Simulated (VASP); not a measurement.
# HfB: single point with PBEsol

The system is HfB.

```
Hf B
1.0
     2.39395    2.39395    0.00000
    -2.39395    2.39395    0.00000
     0.00000    0.00000    4.78790
Hf B
2 2
Direct
  0.50000 0.50000 0.00000
  0.00000 0.00000 0.50000
  0.00000 0.00000 0.00000
  0.50000 0.50000 0.50000
```

```yaml
Program: VASP 6.6.1
Task: single point
Functional: PBEsol
Potentials_or_basis: VASP PAW PBE potentials, release 64 (Hf_pv, B)
Cutoff: 520 eV
k_mesh: 16 × 16 × 12
Occupations: gaussian, width 0.1 eV
Spin: no spin polarisation
Dipole_correction: no
Further_INCAR_settings: ALGO = Normal; EDIFF = 1e-06; NBANDS = 21
```

* Pressure: 0.3 GPa
* Band gap on the k mesh: zero (bands 13 and 14 overlap by 3.31 eV)

Levels at points of the mesh, in eV from the Fermi level:
| k point | band 11 | band 12 | band 13 | band 14 | band 15 | band 16 |
| --- | --- | --- | --- | --- | --- | --- |
| (0.00, 0.00, 0.00) | 2.03 | 2.03 | 2.03 | 2.04 | 2.04 | 3.68 |
| (0.50, 0.00, 0.00) | -1.11 | -1.11 | -0.76 | -0.76 | 4.21 | 4.21 |
| (0.50, 0.50, 0.00) | -0.89 | -0.89 | 2.04 | 2.04 | 2.04 | 2.04 |
| (0.00, 0.00, 0.50) | 0.28 | 0.28 | 1.39 | 1.39 | 1.39 | 1.39 |
| (0.50, 0.00, 0.50) | -1.20 | -1.20 | -1.20 | -1.20 | 5.79 | 5.79 |
| (0.50, 0.50, 0.50) | -1.37 | -1.37 | -1.27 | -1.27 | 4.98 | 4.98 |

Wall time 5.1 min on 1 thread of Intel Xeon 8259CL, on a shared host, peak memory 0.43 GiB.

Caveat: the PAW data sets were made with another functional, which shifts forces and pressure a little; spin-orbit coupling is left out, which moves the levels of the heavy elements.
